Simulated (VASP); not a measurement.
# TaN (I4mm) in VASP: notebook, part 2 of 2

VASP 6.6.1.

### Step 6. Single point, PBEsol (all Ta atoms moved +0.037 Å, as atom 1 along Cartesian [0 0 1])

The input, INCAR:

```
PREC = Accurate
ENCUT = 520
EDIFF = 1E-6
ISMEAR = 0
SIGMA = 0.15
LREAL = False
LASPH = True
NELM = 60
ALGO = Normal
ISIF = 2
LWAVE = False
LCHARG = False
GGA = PS
NBANDS = 15
```

The input, KPOINTS:

```
regular mesh
0
Gamma
  18 18 18
```

The input, POSCAR:

```
TaN
1.0
    0.0000000000      2.1790000000      2.1790000000
    2.1790000000      0.0000000000      2.1790000000
    2.1790000000      2.1790000000      0.0000000000
Ta N
1 1
Direct
    0.5086048646      0.5086048646      0.4913951354
    0.0000000000      0.0000000000      0.0000000000
```

Potentials or basis: VASP PAW PBE potentials, release 64 (Ta_pv, N).

On the command line:

```console
$ cat potpaw_PBE.64/Ta_pv/POTCAR potpaw_PBE.64/N/POTCAR > POTCAR
$ mpirun -np 1 vasp_std > vasp.out
```

OUTCAR:

```text
PREC = Accurate
   ENCUT = 520
   EDIFF = 1E-6
   ISMEAR = 0
   LREAL = False
   LASPH = True
   NELM = 60
   ISIF = 2
   GGA = PS

 ion  position               nearest neighbor table
   1  0.509  0.509  0.491-   2 2.14   2 2.18   2 2.18   2 2.18   2 2.18   2 2.22
   2  0.000  0.000  0.000-   1 2.14   1 2.18   1 2.18   1 2.18   1 2.18   1 2.22

  LATTYP: Found a face centered cubic cell.
 ALAT       =     4.3580000000

  Lattice vectors:

 A1 = (   0.0000000000,   2.1790000000,   2.1790000000)
 A2 = (   2.1790000000,   0.0000000000,   2.1790000000)
 A3 = (   2.1790000000,   2.1790000000,   0.0000000000)

Analysis of symmetry for initial positions (statically):
=====================================================================
 Subroutine PRICEL returns:
 Original cell was already a primitive cell.

 Routine SETGRP: Setting up the symmetry group for a
 face centered cubic supercell.

 Subroutine GETGRP returns: Found  8 space group operations
 (whereof  8 operations were pure point group operations)
 out of a pool of 48 trial point group operations.

The static configuration has the point symmetry C_4v.

Analysis of symmetry for dynamics (positions and initial velocities):
[... 168 lines left out ...]
      1     -25.9636      2.00000
      2     -25.9624      2.00000
      3     -25.9624      2.00000
      4      -9.3452      2.00000
      5       5.7698      2.00000
      6       5.7698      2.00000
      7       5.7806      2.00000
      8       7.4829      2.00000
      9       7.5324      2.00000
     10       7.5324      2.00000
     11       9.7216      0.77270
     12       9.7696      0.45863
     13      11.4658      0.00000
     14      19.0696      0.00000
[... 401 lines left out ...]
      2     -26.0574      2.00000
      3     -26.0461      2.00000
      4      -6.7896      2.00000
      5       0.0107      2.00000
      6       2.2117      2.00000
      7       2.4311      2.00000
      8       9.6688      1.16540
      9      11.0199      0.00000
     10      11.1514      0.00000
     11      14.7390      0.00000
     12      15.6542      0.00000
     13      16.7437      0.00000
     14      21.6357      0.00000
     15      22.2028      0.00000

 [... further k-points ...]
[... 5 lines left out ...]
  --------------------------------------------------------------------------------------
  -------------------------------------------------------------------------------------
  Total        0.7104380      0.7104380      0.8113101      0.0000000     -0.0000000      0.0000000
  in kB       55.0091670     55.0091670     62.8196922      0.0000000     -0.0000000      0.0000000
  external PRESSURE =      57.6126754 kB  Pullay stress =       0.0000000 kB

 VOLUME and BASIS-vectors are now :
 -----------------------------------------------------------------------------
  energy-cutoff  :      520.00
  volume of cell :       20.69
      direct lattice vectors                 reciprocal lattice vectors
     0.000000000  2.179000000  2.179000000    -0.229463056  0.229463056  0.229463056
     2.179000000  0.000000000  2.179000000     0.229463056 -0.229463056  0.229463056
     2.179000000  2.179000000  0.000000000     0.229463056  0.229463056 -0.229463056

 POSITION                                       TOTAL-FORCE (eV/Angst)
 -----------------------------------------------------------------------------------
      2.17900      2.17900      2.21650         0.000000      0.000000     -0.330158
      0.00000      0.00000      0.00000         0.000000      0.000000      0.330158
 -----------------------------------------------------------------------------------
    total drift:                               -0.000000     -0.000000     -0.000088

  FREE ENERGIE OF THE ION-ELECTRON SYSTEM (eV)
  ---------------------------------------------------
  free  energy   TOTEN  =       -23.2057885136 eV

  energy  without entropy=      -23.1963816921  energy(sigma->0) =      -23.20108510
```

OSZICAR:

```text
N       E                     dE             d eps       ncg     rms          rms(c)
DAV:   1     0.876210789693E+02    0.87621E+02   -0.87920E+03 14416   0.114E+03
DAV:   2    -0.232879623993E+02   -0.11091E+03   -0.10452E+03 17837   0.303E+02
DAV:   3    -0.259847919972E+02   -0.26968E+01   -0.26818E+01 16031   0.442E+01
DAV:   4    -0.259948743031E+02   -0.10082E-01   -0.10079E-01 18885   0.289E+00
DAV:   5    -0.259949394453E+02   -0.65142E-04   -0.65141E-04 16178   0.204E-01    0.258E+01
DAV:   6    -0.233073223636E+02    0.26876E+01   -0.48389E+00 17857   0.252E+01    0.110E+01
DAV:   7    -0.232432451478E+02    0.64077E-01   -0.48328E-01 17536   0.564E+00    0.736E+00
DAV:   8    -0.232119057107E+02    0.31339E-01   -0.14557E-01 16836   0.309E+00    0.155E+00
DAV:   9    -0.232060005871E+02    0.59051E-02   -0.18034E-02 15905   0.106E+00    0.339E-01
DAV:  10    -0.232058409332E+02    0.15965E-03   -0.11465E-03 17277   0.389E-01    0.647E-02
DAV:  11    -0.232057905921E+02    0.50341E-04   -0.11491E-04 16290   0.122E-01    0.248E-02
DAV:  12    -0.232057887868E+02    0.18054E-05   -0.81699E-06 17053   0.271E-02    0.342E-03
DAV:  13    -0.232057885136E+02    0.27312E-06   -0.54935E-07  9301   0.632E-03
   1 F= -.23205789E+02 E0= -.23201085E+02  d E =-.940682E-02
```

Wall time 2.6 min (1 thread of Intel Xeon 8259CL, shared host); peak memory 0.27 GiB.

Results:

```yaml
Free_energy: -23.2058 eV
Pressure: 5.8 GPa
Largest_force: 0.330 eV/Å
Band_gap_on_the_k_mesh: zero (band 8 reaches 11.67 eV, above the bottom of band 9 at 7.53 eV)
```

Forces on the atoms (eV/Å):
```
Ta   0.000  0.000 -0.330
N    0.000  0.000  0.330
```

Stress tensor (GPa, compression positive):
```
5.50 0.00 0.00
0.00 5.50 0.00
0.00 0.00 6.28
```

Levels at points of the mesh, in eV from the Fermi level:
```
           k point  band 4  band 5  band 6  band 7  band 8  band 9  band 10  band 11  band 12  band 13
(0.00, 0.00, 0.00)  -19.04   -3.92   -3.92   -3.91   -2.21   -2.16    -2.16     0.03     0.08     1.77
(0.50, 0.00, 0.00)  -15.79  -10.63   -7.79   -7.78    1.98    1.99     2.09     3.88     7.82     7.87
(0.50, 0.50, 0.00)  -17.75   -6.68   -5.69   -4.68   -4.68    2.18     3.72     3.72     4.84     6.96
(0.00, 0.50, 0.50)  -17.75   -6.69   -5.78   -4.69   -4.59    2.19     3.72     3.72     4.85     7.04
```

Caveat: the cell differs from its parent crystal (all Ta atoms moved +0.037 Å, as atom 1 along Cartesian [0 0 1]); the PAW data sets were made with another functional, which shifts forces and pressure a little; spin-orbit coupling is left out, which moves the levels of the heavy elements.

### Step 7. Single point, PBEsol (all Ta atoms moved +0.013 Å, as atom 1 along Cartesian [0 0 1])

The input, INCAR:

```
  PREC = Accurate
  ENCUT = 520
  EDIFF = 1E-6
  ISMEAR = 0
  SIGMA = 0.15
  LREAL = False
  LASPH = True
  NELM = 100
  ALGO = Normal
  ISIF = 2
  LWAVE = False
  LCHARG = False
  GGA = PS
  NBANDS = 15
```

KPOINTS is that of step 6.

Changes to POSCAR since step 6:

```diff
@@ -8,3 +8,3 @@
 Direct
-    0.5086048646      0.5086048646      0.4913951354
+    0.5028682882      0.5028682882      0.4971317118
     0.0000000000      0.0000000000      0.0000000000
```

On the command line:

```console
$ cat potpaw_PBE.64/Ta_pv/POTCAR potpaw_PBE.64/N/POTCAR > POTCAR
$ mpirun -np 1 vasp_std > vasp.out
```

It took 2.2 min on 1 thread of Intel Xeon 8259CL, shared host; peak memory 0.27 GiB.

The run converged. Its results:

| Quantity | Value |
| --- | --- |
| Free energy | -23.2113 eV |
| Pressure | 5.5 GPa |
| Largest force | 0.109 eV/Å |
| Band gap on the k mesh | zero (band 8 reaches 11.68 eV, above the bottom of band 9 at 7.49 eV) |

Forces in eV/Å, atoms in the order of the input:
```
Ta   0.000  0.000 -0.109
N    0.000  0.000  0.109
```

Stress tensor (GPa, compression positive):
```
5.50 0.00 0.00
0.00 5.50 0.00
0.00 0.00 5.59
```

Levels at points of the mesh, in eV from the Fermi level:
```tsv
k point	band 6	band 7	band 8	band 9	band 10	band 11
(0.00, 0.00, 0.00)	-3.88	-3.88	-2.21	-2.21	-2.21	0.02
(0.50, 0.00, 0.00)	-7.79	-7.79	1.98	1.99	2.09	3.89
(0.50, 0.50, 0.00)	-5.70	-4.69	-4.69	2.17	3.71	3.71
(0.00, 0.50, 0.50)	-5.71	-4.69	-4.67	2.17	3.71	3.71
```

Caveat: the cell differs from its parent crystal (all Ta atoms moved +0.013 Å, as atom 1 along Cartesian [0 0 1]); the PAW data sets were made with another functional, which shifts forces and pressure a little; spin-orbit coupling is left out, which moves the levels of the heavy elements.
